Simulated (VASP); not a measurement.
# Hf in VASP: single point with PBEsol

Aim: the single point of Hf with PBEsol.

All numbers are computed with VASP 6.6.1; they aren't measurements. Logs are shortened: lines on timing, memory, paths and dates and some standing lists are left out, and cuts for length are marked.

**1. The cell of the first run**

The typed cell holds 1 atom: a = 3.216 Å, b = 3.216 Å, c = 3.216 Å, α = 120.00°, β = 120.00°, γ = 90.01°.

**2. Single point, PBEsol**

File INCAR:

```
PREC = Accurate
ENCUT = 520
EDIFF = 1E-6
ISMEAR = 0
SIGMA = 0.15
LREAL = F
LASPH = T
NELM = 60
ALGO = Fast
ISIF = 2
LWAVE = F
LCHARG = T
GGA = PS
LELF = T
LVHAR = T
NBANDS = 11
```

File KPOINTS:

```
regular mesh
0
Gamma
  20 20 20
```

File POSCAR:

```
Hf
1.0
   -1.6081531401      1.6081531401      2.2739285402
    1.6081531401     -1.6081531401      2.2739285402
    1.6081531401      1.6081531401     -2.2739285402
Hf
1
Direct
    0.0000000000      0.0000000000      0.0000000000
```

Potentials or basis: VASP PAW PBE potentials, release 64 (Hf_pv).

Launch:

```sh
$ cat potpaw_PBE.64/Hf_pv/POTCAR > POTCAR
$ mpirun -np 1 vasp_std > vasp.out
```

OUTCAR:

```text
PREC = Accurate
   ENCUT = 520
   EDIFF = 1E-6
   ISMEAR = 0
   LREAL = F
   LASPH = T
   NELM = 60
   ISIF = 2
   GGA = PS

 ion  position               nearest neighbor table
   1  0.000  0.000  0.000-

  LATTYP: Found a body centered tetragonal cell.
 ALAT       =     3.2163062802
 C/A-ratio  =     1.4140000001

  Lattice vectors:

 A1 = (  -1.6081531401,   1.6081531401,   2.2739285402)
 A2 = (   1.6081531401,  -1.6081531401,   2.2739285402)
 A3 = (   1.6081531401,   1.6081531401,  -2.2739285402)

Analysis of symmetry for initial positions (statically):
=====================================================================
 Subroutine PRICEL returns:
 Original cell was already a primitive cell.

 Routine SETGRP: Setting up the symmetry group for a
 body centered tetragonal supercell.

 Subroutine GETGRP returns: Found 16 space group operations
 (whereof 16 operations were pure point group operations)
 out of a pool of 16 trial point group operations.

The static configuration has the point symmetry D_4h.

Analysis of symmetry for dynamics (positions and initial velocities):
=====================================================================
 Subroutine PRICEL returns:
 Original cell was already a primitive cell.

 Routine SETGRP: Setting up the symmetry group for a
 body centered tetragonal supercell.

 Subroutine GETGRP returns: Found 16 space group operations
 (whereof 16 operations were pure point group operations)
 out of a pool of 16 trial point group operations.

The dynamic configuration has the point symmetry D_4h.

 Subroutine INISYM returns: Found 16 space group operations
 (whereof 16 operations are pure point group operations),
 and found     1 'primitive' translations

----------------------------------------------------------------------------------------

                                     Primitive cell

  volume of cell :      23.5229

  direct lattice vectors                    reciprocal lattice vectors
    -1.608153140  1.608153140  2.273928540     0.000000000  0.310915663  0.219883779
     1.608153140 -1.608153140  2.273928540     0.310915663  0.000000000  0.219883779
     1.608153140  1.608153140 -2.273928540     0.310915663  0.310915663  0.000000000

  length of vectors
     3.216063440  3.216063440  3.216063440     0.380811536  0.380811536  0.439701148

  position of ions in fractional coordinates (direct lattice)
     0.000000000  0.000000000  0.000000000

  ion indices of the primitive-cell ions
   primitive index   ion index
                 1           1

----------------------------------------------------------------------------------------

 KPOINTS: regular mesh

Automatic generation of k-mesh.
 Grid dimensions read from file:
 generate k-points for:   20   20   20

 Generating k-lattice:

  Cartesian coordinates                     Fractional coordinates (reciprocal lattice)
     0.000000000  0.015545783  0.010994189     0.050000000  0.000000000  0.000000000
     0.015545783  0.000000000  0.010994189     0.000000000  0.050000000  0.000000000
     0.015545783  0.015545783  0.000000000     0.000000000  0.000000000  0.050000000

  Length of vectors
     0.019040577  0.019040577  0.021985057

  Shift w.r.t. Gamma in fractional coordinates (k-lattice)
     0.000000000  0.000000000  0.000000000

 Subroutine IBZKPT returns following result:
 ===========================================

 Found    641 irreducible k-points:

 Following reciprocal coordinates:
            Coordinates               Weight
  0.000000  0.000000  0.000000      1.000000
  0.050000  0.000000  0.000000      8.000000
  0.100000  0.000000  0.000000      8.000000
  0.150000  0.000000  0.000000      8.000000
  0.200000  0.000000  0.000000      8.000000
  0.250000  0.000000  0.000000      8.000000
[... 16 lines left out ...]
 -0.400000  0.050000 -0.000000     16.000000
 -0.350000  0.050000 -0.000000     16.000000
 [... further k-points ...]
   k-points           NKPTS =    641   k-points in BZ     NKDIM =    641   number of bands    NBANDS=     11
   number of dos      NEDOS =    301   number of ions     NIONS =      1
   total plane-waves  NPLWV =  13824
   dimension x,y,z NGX =    24 NGY =   24 NGZ =   24
   dimension x,y,z NGXF=    48 NGYF=   48 NGZF=   48
   ions per type =               1
   NGX,Y,Z   is equivalent  to a cutoff of  12.41, 12.41, 12.41 a.u.
   NGXF,Y,Z  is equivalent  to a cutoff of  24.81, 24.81, 24.81 a.u.
 SYSTEM =  unknown system
   PREC   = accura    normal or accurate (medium, high low for compatibility)
   ISTART =      0    job   : 0-new  1-cont  2-samecut
   ICHARG =      2    charge: 1-file 2-atom 10-const
   ISPIN  =      1    spin polarized calculation?
   LNONCOLLINEAR =      F non collinear calculations
   LSORBIT =      F    spin-orbit coupling
   LASPH  =      T    aspherical Exc in radial PAW
   ENCUT  =  520.0 eV  38.22 Ry    6.18 a.u.   5.98  5.98  5.98*2*pi/ulx,y,z
   NELM   =     60;   NELMIN=  2; NELMDL= -5     # of ELM steps
   EDIFF  = 0.1E-05   stopping-criterion for ELM
   LREAL  =      F    real-space projection
   EDIFFG = 0.1E-04   stopping-criterion for IOM
   NSW    =      0    number of steps for IOM
   IBRION =     -1    ionic relax: 0-MD 1-quasi-New 2-CG
   NFREE  =      0    steps in history (QN), initial steepest desc. (CG)
   ISIF   =      2    stress and relaxation
   ISYM   =      2    0-nonsym 1-usesym 2-fastsym
   POTIM  = 0.5000    time-step for ionic-motion
   TEBEG  =    0.0;   TEEND  =   0.0 temperature during run
   PSTRESS=    0.0 pullay stress
   NELECT =      10.0000    total number of electrons
   NUPDOWN=      -1.0000    fix difference up-down
   EMIN   =  10.00;   EMAX   =-10.00  energy-range for DOS
   EFERMI =   0.00;   METHOD = LEGACY
   ISMEAR =     0;   SIGMA  =   0.15  broadening in eV -4-tet -1-fermi 0-gaus
   EFERMI_NEDOS =   21; number of points for ismear=-14 and -15
   IALGO  =     68    algorithm
   IMIX   =      4    mixing-type and parameters
     AMIX     =   0.40;   BMIX     =  1.00
     AMIX_MAG =   1.60;   BMIX_MAG =  1.00
  volume/ion in A,a.u.               =      23.52       158.74
  Fermi-wavevector in a.u.,A,eV,Ry     =   1.230961  2.326179 20.616432  1.515265
  Thomas-Fermi vector in A             =   2.365789
   LORBIT       =      0    0 simple, 1 ext, 2 COOP (PROOUT), +10 PAW based schemes
   GGA     = PS    functional components
   LHFCALC =     F    Hartree Fock is set to
   AEXX    =    0.0000 exact exchange contribution
   IVDW    =     0    specifies the selected vdW correction
   LEPSILON=     F    determine dielectric tensor
   LRPA    =     F    only Hartree local field effects (RPA)
 non-spin polarized calculation
 RMM-DIIS sequential band-by-band and
 Gauss-broadening in eV      SIGMA  =   0.15
  energy-cutoff  :      520.00
  volume of cell :       23.52
 maximum number of plane-waves:       648
   NGX = 11   NGY = 11   NGZ = 11

 number of electron      10.0000001 magnetization

 Free energy of the ion-electron system (eV)
  ---------------------------------------------------
  ext. energy  EPLUGINS =         0.00000000
  ---------------------------------------------------
  free energy    TOTEN  =       -10.38523316 eV

  energy without entropy =      -10.36748177  energy(sigma->0) =      -10.37635746

 E-fermi :   4.2479     XC(G=0): -11.1662

 val. band max:        4.2399490573   @ k =  -0.2500   0.3500   0.2000
 cond. band min:       4.2514426830   @ k =   0.2000   0.0500   0.0500
 fundamental gap:      0.0114936257
 Fermi energy:         4.2478844884

 k-point     1 :       0.0000    0.0000    0.0000
  band No.  band energies     occupation
      1     -25.9102      2.00000
      2     -25.9102      2.00000
      3     -25.9102      2.00000
      4      -2.7987      2.00000
      5       5.6060      0.00000
      6       5.6060      0.00000
      7       5.6077      0.00000
      8       8.2104      0.00000
      9       8.2127      0.00000
     10      15.4471      0.00000
     11      17.1049      0.00000

 k-point     2 :       0.0500    0.0000    0.0000
  band No.  band energies     occupation
      1     -25.9280      2.00000
      2     -25.9125      2.00000
      3     -25.9125      2.00000
      4      -2.7157      2.00000
      5       5.5212      0.00000
      6       5.6465      0.00000
      7       5.6476      0.00000
      8       8.1666      0.00000
      9       8.1689      0.00000
     10      15.6339      0.00000
     11      19.0140      0.00000

 k-point     3 :       0.1000    0.0000    0.0000
  band No.  band energies     occupation
      1     -25.9794      2.00000
      2     -25.9192      2.00000
      3     -25.9192      2.00000
      4      -2.4719      2.00000
      5       5.2913      0.00000
      6       5.7554      0.00000
      7       5.7565      0.00000
      8       8.0606      0.00000
      9       8.0627      0.00000
     10      16.1438      0.00000
     11      18.1429      0.00000

 k-point     4 :       0.1500    0.0000    0.0000
  band No.  band energies     occupation
      1     -26.0586      2.00000
      2     -25.9296      2.00000
      3     -25.9295      2.00000
      4      -2.0830      2.00000
      5       4.9795      0.00000
      6       5.8897      0.00000
      7       5.8909      0.00000
      8       7.9655      0.00000
      9       7.9673      0.00000
     10      16.6325      0.00000
     11      17.5124      0.00000
[... 239 lines left out ...]
 k-point    22 :      -0.4500    0.0500   -0.0000
  band No.  band energies     occupation
      1     -26.5642      2.00000
      2     -26.0068      2.00000
      3     -26.0060      2.00000
      4       0.7030      2.00000
      5       4.4467      0.06081
      6       5.3794      0.00000
      7       5.5329      0.00000
      8       9.8514      0.00000
      9      10.1081      0.00000
     10      13.2331      0.00000
     11      15.5664      0.00000

 k-point    23 :      -0.4000    0.0500   -0.0000
  band No.  band energies     occupation
      1     -26.5096      2.00000
      2     -26.0008      2.00000
      3     -25.9960      2.00000
      4       0.4415      2.00000
      5       4.2621      0.89334
      6       5.4607      0.00000
      7       5.6450      0.00000
      8       9.3146      0.00000
      9       9.7659      0.00000
     10      13.7764      0.00000
     11      16.2508      0.00000

 k-point    24 :      -0.3500    0.0500   -0.0000
  band No.  band energies     occupation
      1     -26.4307      2.00000
      2     -25.9916      2.00000
      3     -25.9824      2.00000
      4       0.0144      2.00000
      5       4.1632      1.57538
      6       5.6075      0.00000
      7       5.7896      0.00000
      8       8.7258      0.00000
      9       9.2988      0.00000
     10      14.3875      0.00000
     11      17.2589      0.00000

 [... further k-points ...]

------------------------ aborting loop because EDIFF is reached ----------------------------------------

  FORCE on cell =-STRESS in cart. coord.  units (eV):
  Direction    XX          YY          ZZ          XY          YZ          ZX
  --------------------------------------------------------------------------------------
  -------------------------------------------------------------------------------------
  Total       -1.2359070     -1.2359070     -1.2347511      0.0000000      0.0000000      0.0000000
  in kB      -84.1791955    -84.1791955    -84.1004625      0.0000000      0.0000000      0.0000000
  external PRESSURE =     -84.1529512 kB  Pullay stress =       0.0000000 kB

 VOLUME and BASIS-vectors are now :
 -----------------------------------------------------------------------------
  energy-cutoff  :      520.00
  volume of cell :       23.52
      direct lattice vectors                 reciprocal lattice vectors
    -1.608153140  1.608153140  2.273928540     0.000000000  0.310915663  0.219883779
     1.608153140 -1.608153140  2.273928540     0.310915663  0.000000000  0.219883779
     1.608153140  1.608153140 -2.273928540     0.310915663  0.310915663  0.000000000

 POSITION                                       TOTAL-FORCE (eV/Angst)
 -----------------------------------------------------------------------------------
      0.00000      0.00000      0.00000         0.000000     -0.000000      0.000000
 -----------------------------------------------------------------------------------
    total drift:                                0.000000      0.000000     -0.000000

  FREE ENERGIE OF THE ION-ELECTRON SYSTEM (eV)
  ---------------------------------------------------
  free  energy   TOTEN  =       -10.3852331556 eV

  energy  without entropy=      -10.3674817666  energy(sigma->0) =      -10.37635746
```

It took 88 s on 1 thread of Intel Xeon Platinum 8488C (Sapphire Rapids), shared host; peak memory 0.27 GiB.

Results:

```
Free energy            : -10.3852 eV
Pressure               : -8.4 GPa
Band gap on the k mesh : zero (band 5 reaches 5.61 eV, above the bottom of band 6 at 3.81 eV)
```

Levels at points of the mesh, in eV from the Fermi level:
```
           k point  band 2  band 3  band 4  band 5  band 6  band 7  band 8  band 9
(0.00, 0.00, 0.00)  -30.16  -30.16   -7.05    1.36    1.36    1.36    3.96    3.96
(0.50, 0.00, 0.00)  -30.25  -30.25   -3.51    0.45    1.15    1.15    5.95    5.95
(0.50, 0.50, 0.00)  -30.41  -30.41   -3.06   -1.96    2.29    5.95    6.53    6.54
(0.50, 0.50, 0.50)  -30.41  -30.41   -3.06   -1.96    2.29    5.95    6.53    6.53
```

Caveat: the PAW data sets were made with another functional, which shifts forces and pressure a little; spin-orbit coupling is left out, which moves the levels of the heavy elements.
